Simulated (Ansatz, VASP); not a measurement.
One calculation of AlN, two programs

File INCAR:

```
  PREC = Accurate
  ENCUT = 520
  EDIFF = 1E-6
  ISMEAR = 0
  SIGMA = 0.05
  LREAL = False
  LASPH = True
  NELM = 80
  ALGO = Normal
  ISIF = 2
  LWAVE = False
  LCHARG = False
  GGA = PE
  NBANDS = 36
```

The input KPOINTS:

```
Automatic mesh
0
Gamma
  8 8 2
```

Contents of POSCAR:

```
AlN
1.0
    2.2015871003     -2.2015871003      0.0000000000
    2.2015871003      0.0000000000     -2.2015871003
    8.8063484012      8.8063484012      8.8063484012
Al N
6 6
Direct
    1.0000000000      0.0000000000      0.5000000000
    0.3333333333      0.3333333333      0.3333333333
    0.6666666667      0.6666666667      0.6666666667
    1.0000000000      1.0000000000      0.0000000000
    0.3333333333      0.3333333333      0.8333333333
    0.6666666667      0.6666666667      0.1666666667
    0.6666666667      0.6666666667      0.5416666667
    1.0000000000      0.0000000000      0.3750000000
    0.3333333333      0.3333333333      0.7083333333
    0.6666666667      0.6666666667      0.0416666667
    0.0000000000      0.0000000000      0.8750000000
    0.3333333333      0.3333333333      0.2083333333
```

Input for Ansatz:

```yaml
crystal:
  lattice:
    - [2.2015871003, -2.2015871003, 0.0]
    - [2.2015871003, 0.0, -2.2015871003]
    - [8.8063484012, 8.8063484012, 8.8063484012]
  atoms:
    - { symbol: Al, position: [1.0, 0.0, 0.5] }
    - { symbol: Al, position: [0.3333333333, 0.3333333333, 0.3333333333] }
    - { symbol: Al, position: [0.6666666667, 0.6666666667, 0.6666666667] }
    - { symbol: Al, position: [1.0, 1.0, 0.0] }
    - { symbol: Al, position: [0.3333333333, 0.3333333333, 0.8333333333] }
    - { symbol: Al, position: [0.6666666667, 0.6666666667, 0.1666666667] }
    - { symbol: "N", position: [0.6666666667, 0.6666666667, 0.5416666667] }
    - { symbol: "N", position: [1.0, 0.0, 0.375] }
    - { symbol: "N", position: [0.3333333333, 0.3333333333, 0.7083333333] }
    - { symbol: "N", position: [0.6666666667, 0.6666666667, 0.0416666667] }
    - { symbol: "N", position: [0.0, 0.0, 0.875] }
    - { symbol: "N", position: [0.3333333333, 0.3333333333, 0.2083333333] }
basis:
  ecutwfc: 420
kpoints:
  mp_grid: { grid: [8, 8, 2] }
hamiltonian:
  xc: pbe
scf:
  occupations: { method: gaussian, width: 0.05 }
output:
  forces: true
  stress: true
  eigenvalues: true
```

Alike in both runs: task single point; functional PBE; k mesh 8 × 8 × 2; occupations gaussian, width 0.05 eV; no spin polarisation.

|  | VASP | Ansatz |
| --- | --- | --- |
| version | VASP 6.6.1 | Ansatz 0.2.0 |
| potentials or method | VASP PAW PBE potentials, release 64 (Al, N), cutoff 520 eV | scalar-relativistic, plane waves, PAW |
| valence electrons in the cell | 48 | 48 |

```csv
,VASP,Ansatz,Ansatz less VASP
gap on the k mesh at the Fermi level (eV),3.31,3.31,+0.007
least direct gap on the mesh (eV),3.78,3.79,+0.005
pressure (GPa),-0.3,0.0,+0.27
```
